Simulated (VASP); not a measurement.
# Si3C4 (a cell with a defect) in VASP: notebook

The runs below take Si3C4 (a cell with a defect) through single point, with PBEsol, RPBE, PBEsol+D4.

All numbers are computed with VASP 6.6.1; they aren't measurements. Logs are shortened: lines on timing, memory, paths and dates and some standing lists are left out, and cuts for length are marked.

## 1. The cell of the first run

The cell holds a defect, 14 atoms: a = 6.162 Å, b = 6.162 Å, c = 6.162 Å, α = 60.00°, β = 60.00°, γ = 60.00°.

## 2. Single point, PBEsol, collinear spin

File INCAR:

```
SYSTEM = Si3C4
ALGO = Normal ; EDIFF = 1E-7
ENCUT = 520 ; GGA = PS
ISIF = 2 ; ISMEAR = -1
ISPIN = 2 ; LASPH = .True.
LCHARG = .False. ; LORBIT = 11
LREAL = .False. ; LWAVE = .False.
MAGMOM = 0.375 0.375 0.375 0.375 0.375 0.375 0.375 0.375 0 0 0 0 0 0 ; NBANDS = 45
NELECT = 57.0 ; NELM = 150
PREC = Accurate ; SIGMA = 0.05
```

File KPOINTS:

```
Automatic mesh
0
Gamma
  2 2 2
  0.5 0.5 0.5
```

File POSCAR:

```
Si3C4
1.0
    0.0000000000      4.3568530000      4.3568530000
    4.3568530000      0.0000000000      4.3568530000
    4.3568530000      4.3568530000      0.0000000000
C Si
8 6
Direct
    0.1302630000      0.1286310000      0.1211150000
    0.6324420000      0.6245750000      0.6233100000
    0.1262190000      0.1226100000      0.6300860000
    0.6175920000      0.6225110000      0.1329360000
    0.1210300000      0.6318040000      0.1215620000
    0.6283910000      0.1242450000      0.6272300000
    0.6261810000      0.1252630000      0.1293730000
    0.1224900000      0.6221390000      0.6249310000
    0.9996980000      0.9963090000      0.4945370000
    0.4931860000      0.4990690000      0.0059220000
    0.0011980000      0.4958720000      0.9961440000
    0.4950660000      0.9979470000      0.4999500000
    0.4959290000      0.0015310000      0.9971520000
    0.0063970000      0.4917200000      0.4999270000
```

Potentials or basis: VASP PAW PBE potentials, release 64 (C, Si).

Command:

```sh
$ cat potpaw_PBE.64/C/POTCAR potpaw_PBE.64/Si/POTCAR > POTCAR
$ mpirun -np 1 vasp_std > vasp.out
```

OUTCAR:

```text
SYSTEM = Si3C4
   EDIFF = 1E-7
   ENCUT = 520
   GGA = PS
   ISIF = 2
   ISMEAR = -1
   ISPIN = 2
   LASPH = .True.
   LORBIT = 11
   LREAL = .False.
   NELECT = 57.0
   NELM = 150
   PREC = Accurate

 ion  position               nearest neighbor table
   1  0.130  0.129  0.121-  13 1.84  11 1.85   9 1.88
   2  0.632  0.625  0.623-  12 1.88  14 1.88  10 1.93
   3  0.126  0.123  0.630-  12 1.86  14 1.86   9 1.95
   4  0.618  0.623  0.133-  10 1.89  13 1.91  11 1.93
   5  0.121  0.632  0.122-  10 1.87  14 1.91  11 1.92
   6  0.628  0.124  0.627-  13 1.86   9 1.87  12 1.95
   7  0.626  0.125  0.129-  12 1.87  10 1.88  13 1.94
   8  0.122  0.622  0.625-  11 1.87  14 1.87   9 1.88
   9  1.000  0.996  0.495-   6 1.87   1 1.88   8 1.88   3 1.95  13 3.06  14 3.07  12 3.07  11 3.07
                            11 3.09  12 3.09  14 3.09  13 3.10
  10  0.493  0.499  0.006-   5 1.87   7 1.88   4 1.89   2 1.93  14 3.02  12 3.07  11 3.07  13 3.08
                            13 3.08  11 3.09  12 3.10  14 3.14
  11  0.001  0.496  0.996-   1 1.85   8 1.87   5 1.92   4 1.93  13 3.05  14 3.05  10 3.07   9 3.07
                             9 3.09  10 3.09  14 3.11  13 3.11
  12  0.495  0.998  0.500-   3 1.86   7 1.87   2 1.88   6 1.95  14 3.03  10 3.07   9 3.07  13 3.08
                            13 3.08   9 3.09  10 3.10  14 3.13
  13  0.496  0.002  0.997-   1 1.84   6 1.86   4 1.91   7 1.94  11 3.05   9 3.06  12 3.08  10 3.08
                            12 3.08  10 3.08   9 3.10  11 3.11
  14  0.006  0.492  0.500-   3 1.86   8 1.87   2 1.88   5 1.91  10 3.02  12 3.03  11 3.05   9 3.07
                             9 3.09  11 3.11  12 3.13  10 3.14

  LATTYP: Found a face centered cubic cell.
 ALAT       =     8.7137060000

  Lattice vectors:

 A1 = (   0.0000000000,   4.3568530000,   4.3568530000)
 A2 = (   4.3568530000,   0.0000000000,   4.3568530000)
 A3 = (   4.3568530000,   4.3568530000,   0.0000000000)

Analysis of symmetry for initial positions (statically):
=====================================================================
 Subroutine PRICEL returns:
 Original cell was already a primitive cell.

 Routine SETGRP: Setting up the symmetry group for a
 face centered cubic supercell.

 Subroutine GETGRP returns: Found  1 space group operations
 (whereof  1 operations were pure point group operations)
 out of a pool of 48 trial point group operations.

The static configuration has the point symmetry C_1 .

Analysis of symmetry for dynamics (positions and initial velocities):
=====================================================================
 Subroutine PRICEL returns:
 Original cell was already a primitive cell.

 Routine SETGRP: Setting up the symmetry group for a
 face centered cubic supercell.

 Subroutine GETGRP returns: Found  1 space group operations
 (whereof  1 operations were pure point group operations)
 out of a pool of 48 trial point group operations.

The dynamic configuration has the point symmetry C_1 .

Analysis of structural, dynamic, and magnetic symmetry:
=====================================================================
 Subroutine PRICEL returns:
 Original cell was already a primitive cell.

 Routine SETGRP: Setting up the symmetry group for a
 face centered cubic supercell.

 Subroutine GETGRP returns: Found  1 space group operations
 (whereof  1 operations were pure point group operations)
 out of a pool of 48 trial point group operations.

The overall configuration has the point symmetry C_1 .

 Subroutine INISYM returns: Found  1 space group operations
 (whereof  1 operations are pure point group operations),
 and found     1 'primitive' translations

----------------------------------------------------------------------------------------

                                     Primitive cell

  volume of cell :     165.4050

  direct lattice vectors                    reciprocal lattice vectors
     0.000000000  4.356853000  4.356853000    -0.114761733  0.114761733  0.114761733
     4.356853000  0.000000000  4.356853000     0.114761733 -0.114761733  0.114761733
     4.356853000  4.356853000  0.000000000     0.114761733  0.114761733 -0.114761733

  length of vectors
     6.161520602  6.161520602  6.161520602     0.198773152  0.198773152  0.198773152

  position of ions in fractional coordinates (direct lattice)
     0.130263000  0.128631000  0.121115000
     0.632442000  0.624575000  0.623310000
     0.126219000  0.122610000  0.630086000
     0.617592000  0.622511000  0.132936000
     0.121030000  0.631804000  0.121562000
     0.628391000  0.124245000  0.627230000
     0.626181000  0.125263000  0.129373000
     0.122490000  0.622139000  0.624931000
     0.999698000  0.996309000  0.494537000
     0.493186000  0.499069000  0.005922000
[... 65 lines left out ...]
  0.500000  0.250000  0.000000      2.000000
   k-points           NKPTS =     16   k-points in BZ     NKDIM =     16   number of bands    NBANDS=     45
   number of dos      NEDOS =    301   number of ions     NIONS =     14
   total plane-waves  NPLWV = 110592
   dimension x,y,z NGX =    48 NGY =   48 NGZ =   48
   dimension x,y,z NGXF=    96 NGYF=   96 NGZF=   96
   ions per type =               8   6
   NGX,Y,Z   is equivalent  to a cutoff of  12.95, 12.95, 12.95 a.u.
   NGXF,Y,Z  is equivalent  to a cutoff of  25.90, 25.90, 25.90 a.u.
 SYSTEM =  Si3C4
   PREC   = accura    normal or accurate (medium, high low for compatibility)
   ISTART =      0    job   : 0-new  1-cont  2-samecut
   ICHARG =      2    charge: 1-file 2-atom 10-const
   ISPIN  =      2    spin polarized calculation?
   LNONCOLLINEAR =      F non collinear calculations
   LSORBIT =      F    spin-orbit coupling
   LASPH  =      T    aspherical Exc in radial PAW
   ENCUT  =  520.0 eV  38.22 Ry    6.18 a.u.  11.46 11.46 11.46*2*pi/ulx,y,z
   NELM   =    150;   NELMIN=  2; NELMDL= -5     # of ELM steps
   EDIFF  = 0.1E-06   stopping-criterion for ELM
   LREAL  =      F    real-space projection
   EDIFFG = 0.1E-05   stopping-criterion for IOM
   NSW    =      0    number of steps for IOM
   IBRION =     -1    ionic relax: 0-MD 1-quasi-New 2-CG
   NFREE  =      0    steps in history (QN), initial steepest desc. (CG)
   ISIF   =      2    stress and relaxation
   ISYM   =      2    0-nonsym 1-usesym 2-fastsym
   POTIM  = 0.5000    time-step for ionic-motion
   TEBEG  =    0.0;   TEEND  =   0.0 temperature during run
   PSTRESS=    0.0 pullay stress
   NELECT =      57.0000    total number of electrons
   NUPDOWN=      -1.0000    fix difference up-down
   EMIN   =  10.00;   EMAX   =-10.00  energy-range for DOS
   EFERMI =   0.00;   METHOD = LEGACY
   ISMEAR =    -1;   SIGMA  =   0.05  broadening in eV -4-tet -1-fermi 0-gaus
   EFERMI_NEDOS =   21; number of points for ismear=-14 and -15
   IALGO  =     38    algorithm
   IMIX   =      4    mixing-type and parameters
     AMIX     =   0.40;   BMIX     =  1.00
     AMIX_MAG =   1.60;   BMIX_MAG =  1.00
  volume/ion in A,a.u.               =      11.81        79.73
  Fermi-wavevector in a.u.,A,eV,Ry     =   1.147758  2.168948 17.923604  1.317348
  Thomas-Fermi vector in A             =   2.284436
   LORBIT       =     11    0 simple, 1 ext, 2 COOP (PROOUT), +10 PAW based schemes
   GGA     = PS    functional components
   LHFCALC =     F    Hartree Fock is set to
   AEXX    =    0.0000 exact exchange contribution
   IVDW    =     0    specifies the selected vdW correction
   LEPSILON=     F    determine dielectric tensor
   LRPA    =     F    only Hartree local field effects (RPA)
 spin polarized calculation
  energy-cutoff  :      520.00
  volume of cell :      165.41
 maximum number of plane-waves:      4462
 NGX is ok and might be reduce to    48
   NGX = 23   NGY = 23   NGZ = 23

 number of electron      56.9999999 magnetization       1.4933277

 Free energy of the ion-electron system (eV)
  ---------------------------------------------------
  ext. energy  EPLUGINS =         0.00000000
  ---------------------------------------------------
  free energy    TOTEN  =       -94.09172713 eV

  energy without entropy =      -94.02431153  energy(sigma->0) =      -94.05801933

 E-fermi :   6.1229     XC(G=0): -10.8489

 val. band max:        6.1215296610   @ k =   0.2500   0.2500  -0.2500
 cond. band min:       6.1407603192   @ k =   0.5000  -0.2500   0.5000
 fundamental gap:      0.0192306582
 Fermi energy:         6.1228523727

 spin component 1

 k-point     1 :       0.2500    0.2500    0.2500
  band No.  band energies     occupation
      1      -8.8185      1.00000
      2      -6.8677      1.00000
      3      -5.8196      1.00000
      4      -5.7705      1.00000
      5      -5.1160      1.00000
      6      -4.7959      1.00000
[... 677 lines left out ...]
     39      12.7076      0.00000
     40      13.0601      0.00000
 Fermi energy:         6.1228523727

 spin component 2

 k-point     1 :       0.2500    0.2500    0.2500
  band No.  band energies     occupation
      1      -8.6917      1.00000
      2      -6.7344      1.00000
      3      -5.6678      1.00000
      4      -5.6173      1.00000
      5      -4.9415      1.00000
      6      -4.6209      1.00000
[... 677 lines left out ...]
     39      12.8099      0.00000
     40      13.1727      0.00000
 [bands above 40 left out]

------------------------ aborting loop because EDIFF is reached ----------------------------------------

  FORCE on cell =-STRESS in cart. coord.  units (eV):
  Direction    XX          YY          ZZ          XY          YZ          ZX
  --------------------------------------------------------------------------------------
  -------------------------------------------------------------------------------------
  Total        3.5089852      3.7248406      3.8972148     -1.8574465     -0.3535150     -1.0021271
  in kB       33.9893922     36.0802513     37.7499352    -17.9919478     -3.4242835     -9.7069924
  external PRESSURE =      35.9398596 kB  Pullay stress =       0.0000000 kB

 VOLUME and BASIS-vectors are now :
 -----------------------------------------------------------------------------
  energy-cutoff  :      520.00
  volume of cell :      165.41
      direct lattice vectors                 reciprocal lattice vectors
     0.000000000  4.356853000  4.356853000    -0.114761733  0.114761733  0.114761733
     4.356853000  0.000000000  4.356853000     0.114761733 -0.114761733  0.114761733
     4.356853000  4.356853000  0.000000000     0.114761733  0.114761733 -0.114761733

 POSITION                                       TOTAL-FORCE (eV/Angst)
 -----------------------------------------------------------------------------------
      1.08811      1.09522      1.12796         0.899093      0.644917      0.093536
      5.43685      5.47113      5.47664         1.130464      1.042713      0.294797
      3.27939      3.29511      1.08411        -1.387982     -1.145872      0.126188
      3.29137      3.26994      5.40295        -1.008090     -0.781836      1.310709
      3.28230      1.05694      3.27999        -1.057402      0.745091     -1.262993
      3.27407      5.47056      3.27912        -1.261969      0.158241     -1.159379
      1.10941      3.29184      3.27393         0.307285     -1.400504     -1.193216
      5.43330      3.25640      3.24424         0.730274     -0.947446     -0.506671
      6.49540      6.51016      8.69631         0.501877      0.585013      0.490331
      2.20017      2.17454      4.32311        -0.337690     -0.063021      0.482552
      6.50049      4.34527      2.16566         1.041768     -0.142166      0.133113
      6.52612      4.33514      6.50484         0.237208      0.759610      0.573838
      4.35112      6.50513      2.16736         0.055994      1.100231      0.435414
      4.32046      2.20598      2.17022         0.149171     -0.554970      0.181780
 -----------------------------------------------------------------------------------
    total drift:                                0.000078     -0.000029      0.000052

  FREE ENERGIE OF THE ION-ELECTRON SYSTEM (eV)
  ---------------------------------------------------
  free  energy   TOTEN  =       -94.0917271291 eV

  energy  without entropy=      -94.0243115251  energy(sigma->0) =      -94.05801933

 total charge

# of ion       s       p       d       tot
------------------------------------------
    1        0.882   1.551   0.000   2.434
    2        0.886   1.497   0.000   2.383
    3        0.883   1.513   0.000   2.396
    4        0.884   1.486   0.000   2.370
    5        0.883   1.499   0.000   2.382
    6        0.884   1.506   0.000   2.390
    7        0.884   1.501   0.000   2.385
    8        0.884   1.528   0.000   2.412
    9        0.716   0.978   0.000   1.693
   10        0.718   0.987   0.000   1.705
   11        0.717   0.985   0.000   1.702
   12        0.719   0.992   0.000   1.711
   13        0.718   0.990   0.000   1.708
   14        0.718   0.999   0.000   1.717
--------------------------------------------------
tot         11.376  18.011   0.000  29.387

 magnetization (x)

# of ion       s       p       d       tot
------------------------------------------
    1        0.008   0.091   0.000   0.099
    2        0.004   0.051   0.000   0.055
    3        0.011   0.109   0.000   0.120
    4        0.008   0.079   0.000   0.087
    5        0.012   0.114   0.000   0.127
    6        0.008   0.083   0.000   0.091
    7        0.011   0.113   0.000   0.125
    8        0.008   0.083   0.000   0.090
    9       -0.001  -0.003   0.000  -0.004
   10       -0.001  -0.003   0.000  -0.004
   11       -0.001  -0.003   0.000  -0.004
   12       -0.001  -0.003   0.000  -0.004
   13       -0.001  -0.003   0.000  -0.004
   14       -0.001  -0.002   0.000  -0.003
--------------------------------------------------
tot          0.063   0.707   0.000   0.770
```

It took 4.6 min on 1 thread of Intel Xeon Platinum 8488C (Sapphire Rapids), shared host; peak memory 0.48 GiB.

Results:

| Item | Value |
| --- | --- |
| Free energy | -94.0917 eV |
| Largest force | 1.865 eV/Å |
| Net moment | 1.49 μB per cell |
| Site moments | C +0.10, +0.06, +0.12, +0.09, +0.13 (each value once); Si -0.00 μB |
| Valence electrons inside the program's atomic spheres | C 2.43, 2.38, 2.40, 2.37, 2.39, 2.41 (each value once); Si 1.69, 1.71, 1.70, 1.72 (each value once) |

Forces on the atoms (eV/Å):
```
C    0.899  0.645  0.094
C    1.130  1.043  0.295
C   -1.388 -1.146  0.126
C   -1.008 -0.782  1.311
C   -1.057  0.745 -1.263
C   -1.262  0.158 -1.159
C    0.307 -1.401 -1.193
C    0.730 -0.947 -0.507
Si   0.502  0.585  0.490
Si  -0.338 -0.063  0.483
Si   1.042 -0.142  0.133
Si   0.237  0.760  0.574
Si   0.056  1.100  0.435
Si   0.149 -0.555  0.182
```

Levels at points of the mesh, in eV from the Fermi level:
Spin up:
| k point | band 27 | band 28 | band 29 | band 30 | band 31 | band 32 | band 33 | band 34 |
| --- | --- | --- | --- | --- | --- | --- | --- | --- |
| (0.25, 0.25, 0.25) | -0.46 | -0.19 | 0.43 | 0.45 | 0.48 | 0.49 | 2.86 | 2.90 |
Spin down:
```csv
k point,band 26,band 27,band 28,band 29,band 30,band 31
"(0.25, 0.25, 0.25)",-1.49,-0.16,0.12,0.81,0.83,0.94
```

Caveat: the k points lie up to 0.62 Å⁻¹ apart; the cell carries a net charge on a neutralising background, which shifts energy and pressure; the cell is charged against a uniform background, so pressure and absolute levels hang on convention; the PAW data sets were made with another functional, which shifts forces and pressure a little.

(Part 1 of 2 ends here.)
